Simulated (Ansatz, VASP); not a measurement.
## One calculation of SrCuB5, two programs

```
CELL_PARAMETERS angstrom
2.79974 1.61643 3.36955
-2.79974 1.61643 3.36955
0.00000 -3.23287 3.36955
ATOMIC_POSITIONS crystal
Sr 0.00000 0.00000 0.00000
Cu 0.50000 0.50000 0.50000
B 0.50000 0.50000 0.00000
B 0.00000 0.50000 0.50000
B 0.50000 0.00000 0.50000
B 0.29813 0.29813 0.29813
B 0.70187 0.70187 0.70187
```

Alike in both runs: functional PBE; k mesh 12 × 12 × 12; occupations gaussian, width 0.1 eV; no spin polarisation.

Ansatz relaxed the structure, and its values are those at the end. VASP's run is a single point on that final structure, the one shown.

```csv
,VASP,Ansatz
version,VASP 6.6.1,Ansatz 0.2.0
potentials or method,"VASP PAW PBE potentials, release 64 (Sr_sv, Cu, B), cutoff 520 eV","scalar-relativistic, plane waves, PAW"
valence electrons in the cell,36,44
```

VASP gave:

| Quantity | Value |
| --- | --- |
| gap on the k mesh at the Fermi level (eV) | none |
| pressure (GPa) | 0.2 |
| rms of the force components (eV/Å) | 0.006 |

Task: Which values does Ansatz return?

Result: gap on the k mesh at the Fermi level (eV): none; pressure (GPa): 0.0; rms of the force components (eV/Å): 0.001.

A gap of «none» marks a metal or a gap that the smearing closes. VASP's potentials hold 36 valence electrons a cell and Ansatz's 44, so a difference there can come from the potentials and not from the codes.
